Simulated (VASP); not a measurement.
**In: single point with r2SCAN**

The system is In.

```
In
1.0
    -1.62836    1.62836    2.55019
     1.62836   -1.62836    2.55019
     1.62836    1.62836   -2.55019
In
1
Direct
  0.00000 0.00000 0.00000
```

| Property | Result |
| --- | --- |
| Program | VASP 6.6.1 |
| Task | single point |
| Functional | r2SCAN |
| Potentials or basis | VASP PAW PBE potentials, release 64 (In_d) |
| Cutoff | 520 eV |
| k mesh | 18 × 18 × 18 |
| Occupations | gaussian, width 0.05 eV |
| Spin | no spin polarisation |

| Property | Result |
| --- | --- |
| Pressure | -1.3 GPa |

Stress tensor (GPa, compression positive):
```
-1.30  0.00  0.00
 0.00 -1.30  0.00
 0.00  0.00 -1.20
```

Levels at points of the mesh, in eV from the Fermi level:
```tsv
k point	band 2	band 3	band 4	band 5	band 6	band 7	band 8	band 9	band 10	band 11
(0.00, 0.00, 0.00)	-15.16	-15.16	-15.12	-14.97	-9.80	10.84	10.84	11.06	12.18	14.17
(0.50, 0.00, 0.00)	-15.26	-15.14	-14.92	-14.87	-4.44	-3.43	7.35	9.74	11.25	11.97
(0.50, 0.50, 0.00)	-15.33	-14.91	-14.91	-14.78	-1.98	-1.47	3.39	4.13	7.28	7.38
(0.50, 0.50, 0.50)	-15.33	-14.89	-14.87	-14.87	-3.34	-2.92	5.18	5.18	8.52	9.00
```

It took 4.5 min on 1 thread of Intel(R) Xeon(R) 6975P-C (Granite Rapids) (shared host), peak memory 0.28 GiB.

Caveat: the PAW data sets were made with another functional, which shifts forces and pressure a little; spin-orbit coupling is left out, which moves the levels of the heavy elements.
